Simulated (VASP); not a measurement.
# AlAs (e600) (F-43m) in VASP: notebook, part 2 of 2

VASP 6.6.1.

## Step 3: Single point, PBE

The input, INCAR:

```
SYSTEM = AlAs
ALGO = Normal
EDIFF = 1E-6
ENCUT = 500
GGA = PE
GGA_COMPAT = .False.
ISIF = 2
ISMEAR = 0
LASPH = .True.
LCHARG = .False.
LREAL = .False.
LWAVE = .False.
NBANDS = 11
NELM = 120
PREC = Accurate
SIGMA = 0.02
```

The input, KPOINTS:

```
k-points
0
Gamma
  8 8 8
  0 0 0
```

The input, POSCAR:

```
AlAs
1.0
    0.0000000000      2.8639329861      2.8639329861
    2.8639329861      0.0000000000      2.8639329861
    2.8639329861      2.8639329861      0.0000000000
Al As
1 1
Direct
    0.0000000000      0.0000000000      0.0000000000
    0.2500000000      0.2500000000      0.2500000000
```

Potentials or basis: VASP PAW PBE potentials, release 64 (Al, As).

Run with:

```bash
$ cat potpaw_PBE.64/Al/POTCAR potpaw_PBE.64/As/POTCAR > POTCAR
$ mpirun -np 1 vasp_std > vasp.out
```

OUTCAR:

```text
SYSTEM = AlAs
   EDIFF = 1E-6
   ENCUT = 500
   GGA = PE
   ISIF = 2
   ISMEAR = 0
   LASPH = .True.
   LREAL = .False.
   NELM = 120
   PREC = Accurate

 ion  position               nearest neighbor table
   1  0.000  0.000  0.000-   2 2.48   2 2.48   2 2.48   2 2.48
   2  0.250  0.250  0.250-   1 2.48   1 2.48   1 2.48   1 2.48

  LATTYP: Found a face centered cubic cell.
 ALAT       =     5.7278659722

  Lattice vectors:

 A1 = (   0.0000000000,   2.8639329861,   2.8639329861)
 A2 = (   2.8639329861,   0.0000000000,   2.8639329861)
 A3 = (   2.8639329861,   2.8639329861,   0.0000000000)

Analysis of symmetry for initial positions (statically):
=====================================================================
 Subroutine PRICEL returns:
 Original cell was already a primitive cell.

 Routine SETGRP: Setting up the symmetry group for a
 face centered cubic supercell.

 Subroutine GETGRP returns: Found 24 space group operations
 (whereof 24 operations were pure point group operations)
 out of a pool of 48 trial point group operations.

The static configuration has the point symmetry T_d .

Analysis of symmetry for dynamics (positions and initial velocities):
=====================================================================
 Subroutine PRICEL returns:
 Original cell was already a primitive cell.

 Routine SETGRP: Setting up the symmetry group for a
 face centered cubic supercell.

 Subroutine GETGRP returns: Found 24 space group operations
 (whereof 24 operations were pure point group operations)
 out of a pool of 48 trial point group operations.

The dynamic configuration has the point symmetry T_d .

 Subroutine INISYM returns: Found 24 space group operations
 (whereof 24 operations are pure point group operations),
 and found     1 'primitive' translations

----------------------------------------------------------------------------------------

                                     Primitive cell

  volume of cell :      46.9806

  direct lattice vectors                    reciprocal lattice vectors
     0.000000000  2.863932986  2.863932986    -0.174585091  0.174585091  0.174585091
     2.863932986  0.000000000  2.863932986     0.174585091 -0.174585091  0.174585091
     2.863932986  2.863932986  0.000000000     0.174585091  0.174585091 -0.174585091

  length of vectors
     4.050212871  4.050212871  4.050212871     0.302390247  0.302390247  0.302390247

  position of ions in fractional coordinates (direct lattice)
     0.000000000  0.000000000  0.000000000
     0.250000000  0.250000000  0.250000000

  ion indices of the primitive-cell ions
   primitive index   ion index
                 1           1
                 2           2

----------------------------------------------------------------------------------------

 KPOINTS: k-points

Automatic generation of k-mesh.
 Grid dimensions read from file:
 generate k-points for:    8    8    8

 Generating k-lattice:

  Cartesian coordinates                     Fractional coordinates (reciprocal lattice)
    -0.021823136  0.021823136  0.021823136     0.125000000  0.000000000  0.000000000
     0.021823136 -0.021823136  0.021823136     0.000000000  0.125000000  0.000000000
     0.021823136  0.021823136 -0.021823136     0.000000000  0.000000000  0.125000000

  Length of vectors
     0.037798781  0.037798781  0.037798781

  Shift w.r.t. Gamma in fractional coordinates (k-lattice)
     0.000000000  0.000000000  0.000000000

 Subroutine IBZKPT returns following result:
 ===========================================

 Found     29 irreducible k-points:

 Following reciprocal coordinates:
            Coordinates               Weight
  0.000000  0.000000  0.000000      1.000000
  0.125000  0.000000  0.000000      8.000000
  0.250000  0.000000  0.000000      8.000000
  0.375000  0.000000  0.000000      8.000000
  0.500000  0.000000  0.000000      4.000000
  0.125000  0.125000  0.000000      6.000000
[... 16 lines left out ...]
  0.500000  0.250000  0.125000     48.000000
 -0.375000  0.250000  0.125000     24.000000
 [... further k-points ...]
   k-points           NKPTS =     29   k-points in BZ     NKDIM =     29   number of bands    NBANDS=     11
   number of dos      NEDOS =    301   number of ions     NIONS =      2
   total plane-waves  NPLWV =  27000
   dimension x,y,z NGX =    30 NGY =   30 NGZ =   30
   dimension x,y,z NGXF=    60 NGYF=   60 NGZF=   60
   ions per type =               1   1
   NGX,Y,Z   is equivalent  to a cutoff of  12.31, 12.31, 12.31 a.u.
   NGXF,Y,Z  is equivalent  to a cutoff of  24.63, 24.63, 24.63 a.u.
 SYSTEM =  AlAs
   PREC   = accura    normal or accurate (medium, high low for compatibility)
   ISTART =      0    job   : 0-new  1-cont  2-samecut
   ICHARG =      2    charge: 1-file 2-atom 10-const
   ISPIN  =      1    spin polarized calculation?
   LNONCOLLINEAR =      F non collinear calculations
   LSORBIT =      F    spin-orbit coupling
   LASPH  =      T    aspherical Exc in radial PAW
   ENCUT  =  500.0 eV  36.75 Ry    6.06 a.u.   7.38  7.38  7.38*2*pi/ulx,y,z
   NELM   =    120;   NELMIN=  2; NELMDL= -5     # of ELM steps
   EDIFF  = 0.1E-05   stopping-criterion for ELM
   LREAL  =      F    real-space projection
   EDIFFG = 0.1E-04   stopping-criterion for IOM
   NSW    =      0    number of steps for IOM
   IBRION =     -1    ionic relax: 0-MD 1-quasi-New 2-CG
   NFREE  =      0    steps in history (QN), initial steepest desc. (CG)
   ISIF   =      2    stress and relaxation
   ISYM   =      2    0-nonsym 1-usesym 2-fastsym
   POTIM  = 0.5000    time-step for ionic-motion
   TEBEG  =    0.0;   TEEND  =   0.0 temperature during run
   PSTRESS=    0.0 pullay stress
   NELECT =       8.0000    total number of electrons
   NUPDOWN=      -1.0000    fix difference up-down
   EMIN   =  10.00;   EMAX   =-10.00  energy-range for DOS
   EFERMI =   0.00;   METHOD = LEGACY
   ISMEAR =     0;   SIGMA  =   0.02  broadening in eV -4-tet -1-fermi 0-gaus
   EFERMI_NEDOS =   21; number of points for ismear=-14 and -15
   IALGO  =     38    algorithm
   IMIX   =      4    mixing-type and parameters
     AMIX     =   0.40;   BMIX     =  1.00
     AMIX_MAG =   1.60;   BMIX_MAG =  1.00
  volume/ion in A,a.u.               =      23.49       158.52
  Fermi-wavevector in a.u.,A,eV,Ry     =   0.907400  1.714737 11.202687  0.823374
  Thomas-Fermi vector in A             =   2.031202
   LORBIT       =      0    0 simple, 1 ext, 2 COOP (PROOUT), +10 PAW based schemes
   GGA     = PE    functional components
   LHFCALC =     F    Hartree Fock is set to
   AEXX    =    0.0000 exact exchange contribution
   IVDW    =     0    specifies the selected vdW correction
   LEPSILON=     F    determine dielectric tensor
   LRPA    =     F    only Hartree local field effects (RPA)
 non-spin polarized calculation
 Gauss-broadening in eV      SIGMA  =   0.02
  energy-cutoff  :      500.00
  volume of cell :       46.98
 maximum number of plane-waves:      1243
 NGX is ok and might be reduce to    30
   NGX = 15   NGY = 15   NGZ = 15

 number of electron       7.9999999 magnetization

 Free energy of the ion-electron system (eV)
  ---------------------------------------------------
  ext. energy  EPLUGINS =         0.00000000
  ---------------------------------------------------
  free energy    TOTEN  =        -9.38798273 eV

  energy without entropy =       -9.38798273  energy(sigma->0) =       -9.38798273

 E-fermi :   3.6743     XC(G=0):  -8.9046

 val. band max:        3.5939780070   @ k =   0.0000   0.0000   0.0000
 cond. band min:       5.0883867190   @ k =   0.5000   0.5000   0.0000
 fundamental gap:      1.4944087120
 Fermi energy:         3.6742921222

 k-point     1 :       0.0000    0.0000    0.0000
  band No.  band energies     occupation
      1      -8.0768      2.00000
      2       3.5940      2.00000
      3       3.5940      2.00000
      4       3.5940      2.00000
      5       5.3767      0.00000
      6       7.8210      0.00000
      7       7.8210      0.00000
      8       7.8210      0.00000
      9      12.2768      0.00000
     10      12.5363      0.00000
     11      12.5363      0.00000
[... 309 lines left out ...]
 k-point    24 :      -0.3750    0.2500    0.1250
  band No.  band energies     occupation
      1      -6.4889      2.00000
      2      -1.5398      2.00000
      3       0.9921      2.00000
      4       2.1108      2.00000
      5       7.1743      0.00000
      6       7.8049      0.00000
      7      10.1331      0.00000
      8      11.0969      0.00000
      9      11.8130      0.00000
     10      14.4572      0.00000
     11      15.6781      0.00000

 [... further k-points ...]

------------------------ aborting loop because EDIFF is reached ----------------------------------------

  FORCE on cell =-STRESS in cart. coord.  units (eV):
  Direction    XX          YY          ZZ          XY          YZ          ZX
  --------------------------------------------------------------------------------------
  -------------------------------------------------------------------------------------
  Total        0.0518135      0.0518135      0.0518135      0.0000000     -0.0000000      0.0000000
  in kB        1.7669921      1.7669921      1.7669921      0.0000000     -0.0000000      0.0000000
  external PRESSURE =       1.7669921 kB  Pullay stress =       0.0000000 kB

 VOLUME and BASIS-vectors are now :
 -----------------------------------------------------------------------------
  energy-cutoff  :      500.00
  volume of cell :       46.98
      direct lattice vectors                 reciprocal lattice vectors
     0.000000000  2.863932986  2.863932986    -0.174585091  0.174585091  0.174585091
     2.863932986  0.000000000  2.863932986     0.174585091 -0.174585091  0.174585091
     2.863932986  2.863932986  0.000000000     0.174585091  0.174585091 -0.174585091

 POSITION                                       TOTAL-FORCE (eV/Angst)
 -----------------------------------------------------------------------------------
      0.00000      0.00000      0.00000         0.000000      0.000000      0.000000
      1.43197      1.43197      1.43197        -0.000000     -0.000000     -0.000000
 -----------------------------------------------------------------------------------
    total drift:                               -0.000000     -0.000000     -0.000000

  FREE ENERGIE OF THE ION-ELECTRON SYSTEM (eV)
  ---------------------------------------------------
  free  energy   TOTEN  =        -9.3879827339 eV

  energy  without entropy=       -9.3879827339  energy(sigma->0) =       -9.38798273
```

OSZICAR:

```text
N       E                     dE             d eps       ncg     rms          rms(c)
DAV:   1     0.145688491316E+02    0.14569E+02   -0.29851E+03   638   0.528E+02
DAV:   2    -0.853260383221E+01   -0.23101E+02   -0.22029E+02   821   0.891E+01
DAV:   3    -0.959407128043E+01   -0.10615E+01   -0.10600E+01   794   0.183E+01
DAV:   4    -0.960271257990E+01   -0.86413E-02   -0.86405E-02   772   0.203E+00
DAV:   5    -0.960286964147E+01   -0.15706E-03   -0.15706E-03   763   0.263E-01    0.312E+00
DAV:   6    -0.941738434129E+01    0.18549E+00   -0.34372E-01   704   0.209E+00    0.180E+00
DAV:   7    -0.938711348147E+01    0.30271E-01   -0.16129E-01   722   0.156E+00    0.672E-01
DAV:   8    -0.938772755181E+01   -0.61407E-03   -0.11104E-02   704   0.487E-01    0.112E-01
DAV:   9    -0.938783425176E+01   -0.10670E-03   -0.41995E-04   764   0.115E-01    0.634E-02
DAV:  10    -0.938797917295E+01   -0.14492E-03   -0.19907E-04   705   0.747E-02    0.760E-03
DAV:  11    -0.938798268789E+01   -0.35149E-05   -0.22160E-05   763   0.196E-02    0.562E-03
DAV:  12    -0.938798273395E+01   -0.46057E-07   -0.20133E-06   722   0.701E-03
   1 F= -.93879827E+01 E0= -.93879827E+01  d E =-.655991E-11
```

stdout:

```text
POSCAR found type information on POSCAR AlAs
 POSCAR found :  2 types and       2 ions
 scaLAPACK will be used
 LDA part: xc-table for (Slater+PW92), standard interpolation
 POSCAR, INCAR and KPOINTS ok, starting setup
 FFT: planning ... GRIDC
 FFT: planning ... GRID_SOFT
 FFT: planning ... GRID
 WAVECAR not read
 entering main loop
```

It took 12 s on 1 thread of AMD EPYC 7R43 (Zen 3), shared host; peak memory 0.14 GiB.

What came out:

```yaml
Free_energy: -9.3880 eV
Pressure: 0.2 GPa
Band_gap_on_the_k_mesh: 1.49 eV, indirect (least direct gap 1.78 eV)
```

## Step 4: Relaxation of cell and atoms, PBE

This run uses another cell than the first one, of 22.67 Å³/atom, 0.965 times its volume.

The input, INCAR:

```
PREC     = Accurate       # precision mode
ENCUT    = 500            # plane-wave cutoff, eV
EDIFF    = 1E-7           # SCF threshold, eV
ISMEAR   = 0              # smearing method
SIGMA    = 0.02           # smearing width, eV
LREAL    = F              # projectors in reciprocal space
LASPH    = T              # aspherical terms in the spheres
NELM     = 120            # most SCF steps
ALGO     = Normal         # electronic algorithm
ISIF     = 3              # what is computed and relaxed
LWAVE    = F              # write WAVECAR
LCHARG   = F              # write CHGCAR
GGA      = PE             # functional
IBRION   = 2              # ionic algorithm
NSW      = 100            # ionic steps
EDIFFG   = -0.002         # ionic threshold
GGA_COMPAT= F            
NELMIN   = 4
```

The input, KPOINTS:

```
regular mesh
0
Gamma
  8 8 8
```

The input, POSCAR:

```
AlAs
1.0
    0.0000000000      2.8304000000      2.8304000000
    2.8304000000      0.0000000000      2.8304000000
    2.8304000000      2.8304000000      0.0000000000
Al As
1 1
Direct
    0.0000000000      0.0000000000      0.0000000000
    0.2500000000      0.2500000000      0.2500000000
```

Potentials or basis: VASP PAW PBE potentials, release 64 (Al, As).

Run with:

```bash
$ cat potpaw_PBE.64/Al/POTCAR potpaw_PBE.64/As/POTCAR > POTCAR
$ mpirun -np 1 vasp_std > vasp.out
```

OUTCAR:

```text
PREC = Accurate
   ENCUT = 500
   EDIFF = 1E-7
   ISMEAR = 0
   LREAL = F
   LASPH = T
   NELM = 120
   ISIF = 3
   GGA = PE
   IBRION = 2
   NSW = 100
   EDIFFG = -0.002
   NELMIN = 4

 ion  position               nearest neighbor table
   1  0.000  0.000  0.000-   2 2.45   2 2.45   2 2.45   2 2.45
   2  0.250  0.250  0.250-   1 2.45   1 2.45   1 2.45   1 2.45

  LATTYP: Found a face centered cubic cell.
 ALAT       =     5.6608000000

  Lattice vectors:

 A1 = (   0.0000000000,   2.8304000000,   2.8304000000)
 A2 = (   2.8304000000,   0.0000000000,   2.8304000000)
 A3 = (   2.8304000000,   2.8304000000,   0.0000000000)

Analysis of symmetry for initial positions (statically):
=====================================================================
 Subroutine PRICEL returns:
 Original cell was already a primitive cell.

 Routine SETGRP: Setting up the symmetry group for a
 face centered cubic supercell.

 Subroutine GETGRP returns: Found 24 space group operations
 (whereof 24 operations were pure point group operations)
 out of a pool of 48 trial point group operations.

The static configuration has the point symmetry T_d .

Analysis of symmetry for dynamics (positions and initial velocities):
=====================================================================
[... 145 lines left out ...]
  volume of cell :       45.35
 maximum number of plane-waves:      1174
 NGX is ok and might be reduce to    30
   NGX = 15   NGY = 15   NGZ = 15

--------------------------------------- Ionic step        1  -------------------------------------------

 number of electron       8.0000000 magnetization

 Free energy of the ion-electron system (eV)
  ---------------------------------------------------
  ext. energy  EPLUGINS =         0.00000000
  ---------------------------------------------------
  free energy    TOTEN  =        -9.37337508 eV

  energy without entropy =       -9.37337508  energy(sigma->0) =       -9.37337508

 E-fermi :   4.0305     XC(G=0):  -9.0416

 val. band max:        3.8895653509   @ k =   0.0000   0.0000   0.0000
 cond. band min:       5.3241595831   @ k =   0.5000   0.5000   0.0000
 fundamental gap:      1.4345942322
 Fermi energy:         4.0305267199

 k-point     1 :       0.0000    0.0000    0.0000
  band No.  band energies     occupation
      1      -7.9753      2.00000
      2       3.8896      2.00000
      3       3.8896      2.00000
      4       3.8896      2.00000
      5       5.9507      0.00000
      6       8.1766      0.00000
      7       8.1766      0.00000
      8       8.1766      0.00000
[... 324 lines left out ...]
--------------------------------------- Ionic step        3  -------------------------------------------

 number of electron       7.9999999 magnetization

 Free energy of the ion-electron system (eV)
  ---------------------------------------------------
  ext. energy  EPLUGINS =         0.00000000
  ---------------------------------------------------
  free energy    TOTEN  =        -9.38796358 eV

  energy without entropy =       -9.38796358  energy(sigma->0) =       -9.38796358

 E-fermi :   3.7258     XC(G=0):  -8.8950

 val. band max:        3.5738179949   @ k =   0.0000   0.0000   0.0000
 cond. band min:       5.0723295670   @ k =   0.5000   0.5000   0.0000
 fundamental gap:      1.4985115722
 Fermi energy:         3.7258061035

 k-point     1 :       0.0000    0.0000    0.0000
  band No.  band energies     occupation
      1      -8.0837      2.00000
      2       3.5738      2.00000
      3       3.5738      2.00000
      4       3.5738      2.00000
      5       5.3375      0.00000
      6       7.7966      0.00000
      7       7.7966      0.00000
      8       7.7966      0.00000
[... 282 lines left out ...]
  FREE ENERGIE OF THE ION-ELECTRON SYSTEM (eV)
  ---------------------------------------------------
  free  energy   TOTEN  =        -9.3879635761 eV

  energy  without entropy=       -9.3879635761  energy(sigma->0) =       -9.38796358

 reached required accuracy - stopping structural energy minimisation
```

Wall time 23 s (1 thread of AMD EPYC 7R43 (Zen 3), shared host); peak memory 0.14 GiB.

What came out:

| Property | Result |
| --- | --- |
| Free energy | -9.3880 eV |
| Relaxed volume | 23.55 Å³/atom |
| Relaxed cell | a = 4.054 Å, b = 4.054 Å, c = 4.054 Å, α = 60.00°, β = 60.00°, γ = 60.00° |
| Space group after relaxing (to 0.05 Å) | F-43m (No. 216) |
| Energy gained by relaxing | 7.3 meV/atom |
| Ionic steps | 3 |
| Pressure after relaxing | 0.0 GPa |
| Band gap on the k mesh | 1.50 eV, indirect (least direct gap 1.76 eV) |

The path:
| step | energy change (eV) | largest force (eV/Å) | pressure (GPa) | volume (Å³) |
| --- | --- | --- | --- | --- |
| 1 | 0.0000 | 0.0000 | 2.77 | 45.35 |
| 2 | -0.0113 | 0.0000 | -1.18 | 47.97 |
| 3 | -0.0146 | 0.0000 | 0.01 | 47.10 |

Final structure:
```yaml
crystal:
  lattice:
    - [0.00000, 2.86629, 2.86629]
    - [2.86629, 0.00000, 2.86629]
    - [2.86629, 2.86629, 0.00000]
  atoms:
    - { symbol: Al, position: [0.00000, 0.00000, 0.00000] }
    - { symbol: As, position: [0.25000, 0.25000, 0.25000] }
```
